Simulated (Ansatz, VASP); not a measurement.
Ag in VASP and in Ansatz

The input INCAR:

```
SYSTEM = Ag
PREC = Accurate
ENCUT = 600
EDIFF = 1E-6
ISMEAR = -1
SIGMA = 0.05
LREAL = .False.
LASPH = .True.
NELM = 80
ALGO = Fast
ISIF = 3
LWAVE = .False.
LCHARG = .False.
GGA = PS
IBRION = 2
NSW = 60
EDIFFG = -0.01
```

Contents of KPOINTS:

```
regular mesh
0
Gamma
  11 11 3
  0 0 0
```

Contents of POSCAR:

```
Ag
1.0
    2.8862000000      0.0000000000      0.0000000000
   -1.4431000000      2.4995225204      0.0000000000
    0.0000000000      0.0000000000     10.0000000000
Ag
4
Direct
    0.0000000000      0.0000000000      0.5000000000
    0.0000000000      0.0000000000      0.0000000000
    0.6666666667      0.3333333333      0.7500000000
    0.3333333333      0.6666666667      0.2500000000
```

The input input.yaml:

```yaml
crystal:
  lattice:
    - [2.8862, 0.0, 0.0]
    - [-1.4431, 2.4995225204, 0.0]
    - [0.0, 0.0, 10.0]
  atoms:
    - { symbol: Ag, position: [0.0, 0.0, 0.5] }
    - { symbol: Ag, position: [0.0, 0.0, 0.0] }
    - { symbol: Ag, position: [0.6666666667, 0.3333333333, 0.75] }
    - { symbol: Ag, position: [0.3333333333, 0.6666666667, 0.25] }
hamiltonian:
  xc: pbesol
  pseudopotentials: { kind: paw, source: jth, xc_functional: pbe }
kpoints:
  mp_grid: { grid: [11, 11, 3] }
scf:
  occupations: { method: fermi_dirac, width: 0.05 }
output:
  forces: true
  stress: true
  eigenvalues: true
  write_density: true
  write_potential: true
  elf: true
  volumetric_format: npy
relax:
  f_tol: 0.01
  max_steps: 40
  cell: { stress_tol: 0.05 }
```

Alike in both runs: task relaxation of cell and atoms; functional PBEsol; k mesh 11 × 11 × 3; occupations fermi-dirac, width 0.05 eV; no spin polarisation.

|  | VASP | Ansatz |
| --- | --- | --- |
| version | VASP 6.6.1 | Ansatz 0.2.0 |
| potentials or method | VASP PAW PBE potentials, release 64 (Ag) | JTH PAW |
| plane-wave cutoff (eV) | 600 | 1380 |
| valence electrons in the cell | 44 | 44 |

|  | VASP | Ansatz | Ansatz less VASP |
| --- | --- | --- | --- |
| gap on the k mesh at the Fermi level, each at its own relaxed structure (eV) | none | none | - |
| relaxed volume (Å³/atom) | 16.63 | 16.68 | +0.051 |
| relaxed length of the cell vector where the two differ most in proportion (Å) | 2.851 | 2.854 | +0.0033 |

VASP's potentials were made for PBE, not for PBEsol. A gap of «none» marks a metal or a gap that the smearing closes.

Noted on Ansatz's run: the plane-wave basis is chosen anew once the cell has moved, so the energies of steps on either side of that aren't comparable.
